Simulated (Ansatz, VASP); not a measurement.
# BaMgMnO3: VASP beside Ansatz

The input INCAR:

```
SYSTEM = BaMgMnO3
PREC = Accurate
ENCUT = 520
EDIFF = 1E-6
ISMEAR = 0
SIGMA = 0.1
LREAL = .False.
LASPH = .True.
NELM = 150
ALGO = Normal
ISIF = 2
LWAVE = .False.
LCHARG = .True.
ISPIN = 2
MAGMOM = 0 0 4 0 0 0
LORBIT = 11
LMAXMIX = 4
GGA = PE
LELF = .True.
LVHAR = .True.
NBANDS = 34
```

KPOINTS

```
Automatic mesh
0
Gamma
  6 4 4
  0 0 0
```

The input POSCAR:

```
BaMgMnO3
1.0
    3.7035842268      0.0000000000      0.0000000000
   -0.0318933552      4.2734739909      0.0000000000
   -1.5357976260     -1.8749738460      5.3183752021
Ba Mg Mn O
1 1 1 3
Direct
    0.6382839200      0.6296422200      0.4732536600
    0.3143353800      0.3146114500      0.8442873800
    0.9314651300      0.9361864400      0.0855524200
    0.1421944300      0.1343299500      0.4702533000
    0.3370152700      0.8323581000      0.8785655700
    0.8867058700      0.4028718500      0.0147546600
```

Input for Ansatz:

```yaml
crystal:
  lattice:
    - [3.7035842268, 0.0, 0.0]
    - [-0.0318933552, 4.2734739909, 0.0]
    - [-1.535797626, -1.874973846, 5.3183752021]
  atoms:
    - { symbol: Ba, position: [0.63828392, 0.62964222, 0.47325366] }
    - { symbol: Mg, position: [0.31433538, 0.31461145, 0.84428738] }
    - { symbol: Mn, position: [0.93146513, 0.93618644, 0.08555242], spin: 4.0 }
    - { symbol: O, position: [0.14219443, 0.13432995, 0.4702533] }
    - { symbol: O, position: [0.33701527, 0.8323581, 0.87856557] }
    - { symbol: O, position: [0.88670587, 0.40287185, 0.01475466] }
basis:
  ecutwfc: 420
kpoints:
  mp_grid: { grid: [6, 4, 4] }
hamiltonian:
  xc: pbe
scf:
  occupations: { method: gaussian, width: 0.1 }
  lower_state_search: "off"
output:
  forces: true
  stress: true
  eigenvalues: true
  populations: true
magnetization:
  spin_polarized: true
```

Alike in both runs: task single point; functional PBE; k mesh 6 × 4 × 4; occupations gaussian, width 0.1 eV; collinear spin.

|  | VASP | Ansatz |
| --- | --- | --- |
| version | VASP 6.6.1 | Ansatz 0.2.0 |
| potentials or method | VASP PAW PBE potentials, release 64 (Ba_sv, Mg, Mn_pv, O), cutoff 520 eV | scalar-relativistic, plane waves, PAW |
| valence electrons in the cell | 43 | 53 |

|  | VASP | Ansatz | Ansatz less VASP |
| --- | --- | --- | --- |
| pressure (GPa) | 1.1 | 0.2 | -0.90 |
| traceless stress, the component that is largest in VASP (GPa) | -2.60 | -2.60 | +0.003 |
| rms of the force components (eV/Å) | 0.100 | 0.105 | +0.0043 |
| net moment per atom (μB) | 0.83 | 0.83 | 0.000 |
| size of the moment on the site where the two differ most (μB) | 4.32 | 3.88 | -0.447 |

Site moments also hang on the region over which each program counts them. Atom by atom the forces differ by 0.022 eV/Å (rms over components). VASP's potentials hold 43 valence electrons a cell and Ansatz's 53, so a difference there can come from the potentials and not from the codes.

The k mesh is coarse, so the values compare programs but aren't converged. Neither program's run includes spin-orbit coupling.
